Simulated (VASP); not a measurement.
# AlN (Cm) in VASP: notebook

The runs below take AlN through single point, with PBE.

Everything below comes from runs of VASP 6.6.1. Logs are shortened: lines on timing, memory, paths and dates and some standing lists are left out, and cuts for length are marked.

### Step 1. The cell of the first run

The structure is monoclinic, space group Cm (No. 8). Conventional cell: a = 5.422 Å, b = 3.130 Å, c = 10.077 Å, α = 90.00°, β = 95.15°, γ = 90.00°. Within 2.5 Å of Al (site symmetry m) lie 4 N at 1.90 to 2.12 Å. Within 2.5 Å of Al (site symmetry m) lie 4 N at 1.90 to 1.91 Å. Al (site symmetry m) has 4 N at 1.90 to 1.91 Å within 2.5 Å. Within 2.5 Å of Al (site symmetry m) lie 4 N at 1.90 to 1.91 Å. Within 2.5 Å of N (site symmetry m) lie 4 Al at 1.90 to 2.12 Å. Within 2.5 Å of N (site symmetry m) lie 4 Al at 1.90 to 1.91 Å. Within 2.5 Å of N (site symmetry m) lie 4 Al at 1.90 to 1.91 Å. Within 2.5 Å of N (site symmetry m) lie 4 Al at 1.90 to 1.91 Å.

### Step 2. Single point, PBE

INCAR

```
PREC = Accurate
ENCUT = 520
EDIFF = 1E-6
ISMEAR = 0
SIGMA = 0.05
LREAL = False
LASPH = True
NELM = 100
ALGO = Normal
ISIF = 2
LWAVE = False
LCHARG = False
GGA = PE
NBANDS = 26
```

KPOINTS

```
regular mesh
0
Gamma
  8 8 3
```

POSCAR

```
AlN
1.0
   -3.1302395629      0.0000000000      0.0000000000
   -1.5651197814     -2.7108669814      0.0000000000
   -0.7827164027     -0.4519015258     10.0359593112
Al N
4 4
Direct
    0.1825341197      0.1825341197      0.9046143587
    0.2658841197      0.2658841197      0.4046143587
    0.6408924531      0.6408924531      0.1546143587
    0.5575424531      0.5575424531      0.6546143587
    0.3174325469      0.3174325469      0.0953856413
    0.2340825469      0.2340825469      0.5953856413
    0.6090908803      0.6090908803      0.3453856413
    0.5257408803      0.5257408803      0.8453856413
```

Potentials or basis: VASP PAW PBE potentials, release 64 (Al, N).

Started as:

```
$ cat potpaw_PBE.64/Al/POTCAR potpaw_PBE.64/N/POTCAR > POTCAR
$ mpirun -np 1 vasp_std > vasp.out
```

OUTCAR:

```text
PREC = Accurate
   ENCUT = 520
   EDIFF = 1E-6
   ISMEAR = 0
   LREAL = False
   LASPH = True
   NELM = 100
   ISIF = 2
   GGA = PE

 ion  position               nearest neighbor table
   1  0.183  0.183  0.905-   8 1.90   8 1.90   8 1.90   5 2.12   3 2.96   3 2.96   4 3.09   4 3.09
                             4 3.09
   2  0.266  0.266  0.405-   7 1.90   7 1.90   7 1.90   6 1.91   4 3.09   3 3.09   4 3.09   3 3.09
                             3 3.09   4 3.09
   3  0.641  0.641  0.155-   5 1.90   5 1.90   5 1.90   7 1.91   1 2.96   1 2.96   2 3.09   2 3.09
                             2 3.09
   4  0.558  0.558  0.655-   6 1.90   6 1.90   6 1.90   8 1.91   2 3.09   1 3.09   2 3.09   1 3.09
                             1 3.09   2 3.09
   5  0.317  0.317  0.095-   3 1.90   3 1.90   3 1.90   1 2.12
   6  0.234  0.234  0.595-   4 1.90   4 1.90   4 1.90   2 1.91
   7  0.609  0.609  0.345-   2 1.90   2 1.90   2 1.90   3 1.91
   8  0.526  0.526  0.845-   1 1.90   1 1.90   1 1.90   4 1.91

  LATTYP: Found a base centered monoclinic cell.
 ALAT       =     5.4217339628
 B/A-ratio  =     0.5773502692
 C/A-ratio  =     1.8585518682
 COS(beta)  =    -0.0896934882

  Lattice vectors:

 A1 = (   3.1302395629,   0.0000000000,   0.0000000000)
 A2 = (   1.5651197814,   2.7108669814,   0.0000000000)
 A3 = (  -0.7827164027,  -0.4519015258,  10.0359593112)

Analysis of symmetry for initial positions (statically):
=====================================================================
 Subroutine PRICEL returns:
 Original cell was already a primitive cell.

 Routine SETGRP: Setting up the symmetry group for a
 base centered monoclinic supercell.

 Subroutine GETGRP returns: Found  2 space group operations
 (whereof  2 operations were pure point group operations)
 out of a pool of  4 trial point group operations.

The static configuration has the point symmetry C_1h.

Analysis of symmetry for dynamics (positions and initial velocities):
=====================================================================
 Subroutine PRICEL returns:
 Original cell was already a primitive cell.

 Routine SETGRP: Setting up the symmetry group for a
 base centered monoclinic supercell.

 Subroutine GETGRP returns: Found  2 space group operations
 (whereof  2 operations were pure point group operations)
 out of a pool of  4 trial point group operations.

The dynamic configuration has the point symmetry C_1h.

 Subroutine INISYM returns: Found  2 space group operations
 (whereof  2 operations are pure point group operations),
 and found     1 'primitive' translations

----------------------------------------------------------------------------------------

                                     Primitive cell

  volume of cell :      85.1618

  direct lattice vectors                    reciprocal lattice vectors
    -3.130239563  0.000000000  0.000000000    -0.319464367  0.184442838 -0.016610271
    -1.565119781 -2.710866981  0.000000000     0.000000000 -0.368885676 -0.016610271
    -0.782716403 -0.451901526 10.035959311     0.000000000  0.000000000  0.099641695

  length of vectors
     3.130239563  3.130239563 10.076573785     0.369259453  0.369259453  0.099641695

  position of ions in fractional coordinates (direct lattice)
     0.182534120  0.182534120  0.904614359
     0.265884120  0.265884120  0.404614359
     0.640892453  0.640892453  0.154614359
     0.557542453  0.557542453  0.654614359
     0.317432547  0.317432547  0.095385641
     0.234082547  0.234082547  0.595385641
     0.609090880  0.609090880  0.345385641
     0.525740880  0.525740880  0.845385641

  ion indices of the primitive-cell ions
   primitive index   ion index
                 1           1
                 2           2
                 3           3
                 4           4
                 5           5
                 6           6
                 7           7
                 8           8

----------------------------------------------------------------------------------------

 KPOINTS: regular mesh

Automatic generation of k-mesh.
 Grid dimensions read from file:
 generate k-points for:    8    8    3

 Generating k-lattice:

  Cartesian coordinates                     Fractional coordinates (reciprocal lattice)
    -0.039933046  0.023055355 -0.002076284     0.125000000 -0.000000000 -0.000000000
     0.000000000 -0.046110710 -0.002076284     0.000000000  0.125000000  0.000000000
     0.000000000  0.000000000  0.033213898     0.000000000  0.000000000  0.333333333

  Length of vectors
     0.046157432  0.046157432  0.033213898

  Shift w.r.t. Gamma in fractional coordinates (k-lattice)
     0.000000000  0.000000000  0.000000000

 Subroutine IBZKPT returns following result:
 ===========================================

 Found     57 irreducible k-points:

 Following reciprocal coordinates:
            Coordinates               Weight
  0.000000  0.000000  0.000000      1.000000
  0.125000 -0.000000  0.000000      4.000000
  0.250000 -0.000000  0.000000      4.000000
  0.375000  0.000000  0.000000      4.000000
  0.500000 -0.000000  0.000000      2.000000
  0.125000  0.125000  0.000000      2.000000
[... 16 lines left out ...]
  0.125000 -0.000000  0.333333      4.000000
  0.250000 -0.000000  0.333333      4.000000
 [... further k-points ...]
   k-points           NKPTS =     57   k-points in BZ     NKDIM =     57   number of bands    NBANDS=     26
   number of dos      NEDOS =    301   number of ions     NIONS =      8
   total plane-waves  NPLWV =  46080
   dimension x,y,z NGX =    24 NGY =   24 NGZ =   80
   dimension x,y,z NGXF=    48 NGYF=   48 NGZF=  160
   ions per type =               4   4
   NGX,Y,Z   is equivalent  to a cutoff of  12.75, 12.75, 13.20 a.u.
   NGXF,Y,Z  is equivalent  to a cutoff of  25.49, 25.49, 26.40 a.u.
 SYSTEM =  unknown system
   PREC   = accura    normal or accurate (medium, high low for compatibility)
   ISTART =      0    job   : 0-new  1-cont  2-samecut
   ICHARG =      2    charge: 1-file 2-atom 10-const
   ISPIN  =      1    spin polarized calculation?
   LNONCOLLINEAR =      F non collinear calculations
   LSORBIT =      F    spin-orbit coupling
   LASPH  =      T    aspherical Exc in radial PAW
   ENCUT  =  520.0 eV  38.22 Ry    6.18 a.u.   5.82  5.82 18.74*2*pi/ulx,y,z
   NELM   =    100;   NELMIN=  2; NELMDL= -5     # of ELM steps
   EDIFF  = 0.1E-05   stopping-criterion for ELM
   LREAL  =      F    real-space projection
   EDIFFG = 0.1E-04   stopping-criterion for IOM
   NSW    =      0    number of steps for IOM
   IBRION =     -1    ionic relax: 0-MD 1-quasi-New 2-CG
   NFREE  =      0    steps in history (QN), initial steepest desc. (CG)
   ISIF   =      2    stress and relaxation
   ISYM   =      2    0-nonsym 1-usesym 2-fastsym
   POTIM  = 0.5000    time-step for ionic-motion
   TEBEG  =    0.0;   TEEND  =   0.0 temperature during run
   PSTRESS=    0.0 pullay stress
   NELECT =      32.0000    total number of electrons
   NUPDOWN=      -1.0000    fix difference up-down
   EMIN   =  10.00;   EMAX   =-10.00  energy-range for DOS
   EFERMI =   0.00;   METHOD = LEGACY
   ISMEAR =     0;   SIGMA  =   0.05  broadening in eV -4-tet -1-fermi 0-gaus
   EFERMI_NEDOS =   21; number of points for ismear=-14 and -15
   IALGO  =     38    algorithm
   IMIX   =      4    mixing-type and parameters
     AMIX     =   0.40;   BMIX     =  1.00
     AMIX_MAG =   1.60;   BMIX_MAG =  1.00
  volume/ion in A,a.u.               =      10.65        71.84
  Fermi-wavevector in a.u.,A,eV,Ry     =   1.181345  2.232418 18.987951  1.395575
  Thomas-Fermi vector in A             =   2.317620
   LORBIT       =      0    0 simple, 1 ext, 2 COOP (PROOUT), +10 PAW based schemes
   GGA     = PE    functional components
   LHFCALC =     F    Hartree Fock is set to
   AEXX    =    0.0000 exact exchange contribution
   IVDW    =     0    specifies the selected vdW correction
   LEPSILON=     F    determine dielectric tensor
   LRPA    =     F    only Hartree local field effects (RPA)
 non-spin polarized calculation
 Gauss-broadening in eV      SIGMA  =   0.05
  energy-cutoff  :      520.00
  volume of cell :       85.16
 maximum number of plane-waves:      2312
   NGX = 11   NGY = 11   NGZ = 37

 number of electron      32.0000001 magnetization

 Free energy of the ion-electron system (eV)
  ---------------------------------------------------
  ext. energy  EPLUGINS =         0.00000000
  ---------------------------------------------------
  free energy    TOTEN  =       -58.66660559 eV

  energy without entropy =      -58.66660559  energy(sigma->0) =      -58.66660559

 E-fermi :   6.6778     XC(G=0): -10.8527

 val. band max:        6.4444127063   @ k =   0.0000   0.0000   0.0000
 cond. band min:       9.6720131252   @ k =   0.0000   0.0000   0.0000
 fundamental gap:      3.2276004189
 Fermi energy:         6.6777649422

 k-point     1 :       0.0000    0.0000    0.0000
  band No.  band energies     occupation
      1      -9.0614      2.00000
      2      -8.2057      2.00000
      3      -8.1479      2.00000
      4      -6.9292      2.00000
      5       0.1207      2.00000
      6       2.6707      2.00000
[... 18 lines left out ...]
     25      17.0204      0.00000
     26      17.1742      0.00000

 k-point     2 :       0.1250   -0.0000    0.0000
  band No.  band energies     occupation
      1      -8.8682      2.00000
      2      -8.0539      2.00000
      3      -7.9619      2.00000
      4      -6.8171      2.00000
      5       0.3531      2.00000
      6       2.5896      2.00000
[... 18 lines left out ...]
     25      16.5679      0.00000
     26      17.5297      0.00000

 k-point     3 :       0.2500   -0.0000    0.0000
  band No.  band energies     occupation
      1      -8.3328      2.00000
      2      -7.6261      2.00000
      3      -7.4834      2.00000
      4      -6.5465      2.00000
      5       1.0114      2.00000
      6       1.9162      2.00000
[... 572 lines left out ...]
 k-point    23 :       0.1250   -0.0000    0.3333
  band No.  band energies     occupation
      1      -8.7837      2.00000
      2      -8.4300      2.00000
      3      -7.5160      2.00000
      4      -6.9828      2.00000
      5       0.6463      2.00000
      6       1.6357      2.00000
[... 18 lines left out ...]
     25      16.7408      0.00000
     26      17.4229      0.00000

 k-point    24 :       0.2500   -0.0000    0.3333
  band No.  band energies     occupation
      1      -8.2685      2.00000
      2      -7.9075      2.00000
      3      -7.1587      2.00000
      4      -6.6585      2.00000
      5       1.1418      2.00000
      6       1.5561      2.00000
[... 18 lines left out ...]
     25      16.5215      0.00000
     26      17.2055      0.00000

 [... further k-points ...]
[... 5 lines left out ...]
  --------------------------------------------------------------------------------------
  -------------------------------------------------------------------------------------
  Total       -1.8678680     -1.2454392      1.4430534     -0.5390391      2.0899543      3.6199072
  in kB      -35.1408354    -23.4308717     27.1486536    -10.1411260     39.3190219     68.1025452
  external PRESSURE =     -10.4743512 kB  Pullay stress =       0.0000000 kB

 VOLUME and BASIS-vectors are now :
 -----------------------------------------------------------------------------
  energy-cutoff  :      520.00
  volume of cell :       85.16
      direct lattice vectors                 reciprocal lattice vectors
    -3.130239563  0.000000000  0.000000000    -0.319464367  0.184442838 -0.016610271
    -1.565119781 -2.710866981  0.000000000     0.000000000 -0.368885676 -0.016610271
    -0.782716403 -0.451901526 10.035959311     0.000000000  0.000000000  0.099641695

 POSITION                                       TOTAL-FORCE (eV/Angst)
 -----------------------------------------------------------------------------------
     -1.56512     -0.90362      9.07867        -0.880177     -0.508171      0.299982
     -1.56512     -0.90362      4.06069         0.015913      0.009187     -0.103386
     -3.13024     -1.80724      1.55170        -0.020283     -0.011710      0.546381
     -3.13024     -1.80724      6.56968        -0.077896     -0.044973     -0.161287
     -1.56512     -0.90362      0.95729         1.439913      0.831334     -0.228397
     -1.56512     -0.90362      5.97527        -0.011586     -0.006689      0.061818
     -3.13024     -1.80724      3.46628         0.062749      0.036228      0.091654
     -3.13024     -1.80724      8.48426        -0.528633     -0.305206     -0.506765
 -----------------------------------------------------------------------------------
    total drift:                                0.000130      0.000075     -0.000626

  FREE ENERGIE OF THE ION-ELECTRON SYSTEM (eV)
  ---------------------------------------------------
  free  energy   TOTEN  =       -58.6666055947 eV

  energy  without entropy=      -58.6666055947  energy(sigma->0) =      -58.66660559
```

Run time: 47 s. Hardware: 1 thread of Intel Xeon 6975P-C (Granite Rapids), shared host; peak memory 0.25 GiB.

Results:

* Free energy: -58.6666 eV
* Pressure: -1.0 GPa
* Largest force: 1.678 eV/Å
* Band gap on the k mesh: 3.23 eV, direct

Forces in eV/Å, atoms in the order of the input:
```
Al  -0.880 -0.508  0.300
Al   0.016  0.009 -0.103
Al  -0.020 -0.012  0.546
Al  -0.078 -0.045 -0.161
N    1.440  0.831 -0.228
N   -0.012 -0.007  0.062
N    0.063  0.036  0.092
N   -0.529 -0.305 -0.507
```

Levels at points of the mesh, in eV from the valence-band top:
```csv
k point,band 13,band 14,band 15,band 16,band 17,band 18,band 19,band 20
"(0.00, 0.00, 0.00)",-0.80,-0.70,-0.67,0.00,3.23,5.41,5.83,6.19
"(0.50, 0.00, 0.00)",-1.99,-1.72,-1.37,-0.78,4.24,4.69,5.15,5.53
"(0.50, 0.50, 0.00)",-1.86,-1.79,-1.12,-0.74,4.01,4.49,5.26,5.91
```

Caveat: forces of over 1 eV/Å act on the atoms, so gaps and moduli don't describe the material at rest. A k mesh can miss the band edges.

### Step 3. Single point, PBE

This run uses another cell than the first one, of the same volume but with other edges.

INCAR

```
SYSTEM = AlN
ALGO = Normal
EDIFF = 1E-7
ENCUT = 520
GGA = PE
ISIF = 2
ISMEAR = 0
LASPH = .True.
LCHARG = .False.
LREAL = .False.
LWAVE = .False.
NBANDS = 26
NELM = 60
PREC = Accurate
SIGMA = 0.05
```

KPOINTS

```
k-points
0
Gamma
  8 8 3
  0 0 0
```

POSCAR

```
AlN
1.0
   -3.1302395629      0.0000000000      0.0000000000
   -1.5651197814     -2.7108669814      0.0000000000
   -2.3476796722     -1.3554334907     10.0359593112
Al N
4 4
Direct
   -0.1189738460     -0.1189738460      0.9046143587
    0.1310261540      0.1310261540      0.4046143587
    0.5893594873      0.5893594873      0.1546143587
    0.3393594873      0.3393594873      0.6546143587
    0.2856405127      0.2856405127      0.0953856413
    0.0356405127      0.0356405127      0.5953856413
    0.4939738460      0.4939738460      0.3453856413
    0.2439738460      0.2439738460      0.8453856413
```

Potentials or basis: VASP PAW PBE potentials, release 64 (Al, N).

Started as:

```
$ cat potpaw_PBE.64/Al/POTCAR potpaw_PBE.64/N/POTCAR > POTCAR
$ mpirun -np 1 vasp_std > vasp.out
```

Run time: 47 s. Hardware: 1 thread of Intel Xeon 6975P-C (Granite Rapids), shared host; peak memory 0.25 GiB.

It converged, with:

```yaml
Free_energy: -58.1003 eV
Pressure: -1.5 GPa
Largest_force: 1.275 eV/Å
Band_gap_on_the_k_mesh: 3.02 eV, direct
```

Forces on the atoms (eV/Å):
```
Al  -0.416 -0.240 -0.201
Al   0.001  0.001 -0.101
Al   0.429  0.248  1.175
Al   0.074  0.043 -0.139
N   -0.640 -0.369 -0.237
N    0.025  0.015  0.032
N   -0.063 -0.037  0.079
N    0.590  0.341 -0.609
```

Stress tensor (GPa, compression positive):
```
-2.55  4.24 -2.10
 4.24 -7.44 -1.21
-2.10 -1.21  5.58
```

Levels at points of the mesh, in eV from the valence-band top:
```tsv
k point	band 13	band 14	band 15	band 16	band 17	band 18	band 19	band 20
(0.00, 0.00, 0.00)	-0.80	-0.66	-0.60	0.00	3.02	5.27	5.86	6.25
(0.50, 0.00, 0.00)	-2.06	-1.64	-1.25	-0.59	3.45	5.06	5.30	5.83
(0.50, 0.50, 0.00)	-1.85	-1.57	-1.11	-0.92	3.18	4.64	5.32	5.76
```

Caveat: forces of over 1 eV/Å act on the atoms, so gaps and moduli don't describe the material at rest.

### Step 4. Single point, PBE

This run uses another cell than the first one, of the same volume but with other edges.

INCAR

```
SYSTEM = AlN
ALGO = Normal
EDIFF = 1E-6
ENCUT = 520
GGA = PE
ISIF = 2
ISMEAR = 0
LASPH = .TRUE.
LCHARG = .FALSE.
LREAL = .FALSE.
LWAVE = .FALSE.
NBANDS = 26
NELM = 80
PREC = Accurate
SIGMA = 0.05
```

KPOINTS

```
k-points
0
G
  8 8 3
  0 0 0
```

POSCAR

```
AlN
1.0
   -3.1302395629      0.0000000000      0.0000000000
   -1.5651197814     -2.7108669814      0.0000000000
   -3.9126429416     -2.2589654556     10.0359593112
Al N
4 4
Direct
   -0.4204818118     -0.4204818118      0.9046143587
   -0.0038318118     -0.0038318118      0.4046143587
    0.5378265216      0.5378265216      0.1546143587
    0.1211765216      0.1211765216      0.6546143587
    0.2538484784      0.2538484784      0.0953856413
   -0.1628015216     -0.1628015216      0.5953856413
    0.3788568118      0.3788568118      0.3453856413
   -0.0377931882     -0.0377931882      0.8453856413
```

Started as:

```
$ cat potpaw_PBE.64/Al/POTCAR potpaw_PBE.64/N/POTCAR > POTCAR
$ mpirun -np 1 vasp_std > vasp.out
```

It took 45 s on 1 thread of Intel Xeon 6975P-C (Granite Rapids), shared host; peak memory 0.25 GiB.

The run converged. Its results:

```
Free energy            : -58.7529 eV
Pressure               : -1.2 GPa
Largest force          : 1.477 eV/Å
Band gap on the k mesh : 3.47 eV, direct
```

Forces on the atoms (eV/Å):
```
Al   1.275  0.736 -0.113
Al  -0.015 -0.008 -0.050
Al  -0.408 -0.235  0.951
Al   0.012  0.007 -0.052
N   -0.801 -0.462 -0.634
N   -0.010 -0.006  0.017
N   -0.009 -0.005  0.042
N   -0.045 -0.026 -0.162
```

Stress tensor (GPa, compression positive):
```
-4.55 -2.69 -4.88
-2.69 -1.45 -2.82
-4.88 -2.82  2.31
```

Levels at points of the mesh, in eV from the valence-band top:
| k point | band 13 | band 14 | band 15 | band 16 | band 17 | band 18 | band 19 | band 20 |
| --- | --- | --- | --- | --- | --- | --- | --- | --- |
| (0.00, 0.00, 0.00) | -0.68 | -0.52 | -0.31 | 0.00 | 3.47 | 5.55 | 6.07 | 6.28 |
| (0.50, 0.00, 0.00) | -1.73 | -1.38 | -1.08 | -1.02 | 4.01 | 5.15 | 5.49 | 5.61 |
| (0.50, 0.50, 0.00) | -1.67 | -1.65 | -0.97 | -0.89 | 3.87 | 5.24 | 5.37 | 6.02 |

Caveat: forces of over 1 eV/Å act on the atoms, so gaps and moduli don't describe the material at rest. As with any semilocal functional, this PBE gap is likely too small.

### Step 5. Summary

```tsv
cell	gap on the mesh (eV)	pressure (GPa)	largest force (eV/Å)
a = 3.130, b = 3.130, c = 10.077 Å, angles 85.5, 85.5, 60.0°, 8 atoms	3.23	-1.0	1.68
a = 3.130, b = 3.130, c = 10.396 Å, angles 76.9, 76.9, 60.0°, 8 atoms	3.02	-1.5	1.28
a = 3.130, b = 3.130, c = 11.006 Å, angles 69.2, 69.2, 60.0°, 8 atoms	3.47	-1.2	1.48
```

Alike in all rows: task single point; level PBE; potentials or basis VASP PAW PBE potentials, release 64 (Al, N); no spin polarisation; k mesh 8 × 8 × 3; cutoff (eV) 520; smearing gaussian 0.05 eV.

Caveats: forces of over 1 eV/Å act on the atoms, so gaps and moduli don't describe the material at rest.

Absolute energies hang on the potentials; compare differences alone.
